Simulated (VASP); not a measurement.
Wanted: the native input for a VASP 6.6.1 run.

```yaml
Task: single point
Functional: PBE
Potentials_or_basis: VASP PAW PBE potentials, release 64 (Tl_d)
Cutoff: 520 eV
k_mesh: 13 × 13 × 13
Occupations: fermi-dirac, width 0.0612256 eV
Spin: no spin polarisation
Dipole_correction: no
Further_INCAR_settings: ALGO = Normal; EDIFF = 1e-06; NBANDS = 12
```

The structure of Tl lies in POSCAR:

```
Tl
1.0
   -1.9754288232      1.9754288232      1.9754288232
    1.9754288232     -1.9754288232      1.9754288232
    1.9754288232      1.9754288232     -1.9754288232
Tl
1
Direct
    0.0000000000      0.0000000000      0.0000000000
```

This isn't the form of Tl at room conditions, which is hcp.

These files were run (other wordings do the same):

INCAR

```
ALGO = Normal ; EDIFF = 1E-6
ENCUT = 520 ; GGA = PE
ISIF = 2 ; ISMEAR = -1
LASPH = T ; LCHARG = F
LREAL = F ; LWAVE = F
NBANDS = 12 ; NELM = 100
PREC = Accurate ; SIGMA = 0.06122561905347299
```

KPOINTS

```
k-points
0
Gamma
  13 13 13
```

Potentials or basis: VASP PAW PBE potentials, release 64 (Tl_d).

The run is started by

```bash
$ cat potpaw_PBE.64/Tl_d/POTCAR > POTCAR
$ mpirun -np 1 vasp_std > vasp.out
```

It gave:

The pressure is 0.5 GPa and the band gap on the k mesh is zero (an odd number of electrons rules out a gap without spin polarisation).

Caveat: spin-orbit coupling is left out, which moves the levels of the heavy elements.

It took 20 s on 1 thread of AMD EPYC 7R13 Processor (Zen 3), on a shared host, peak memory 0.14 GiB.
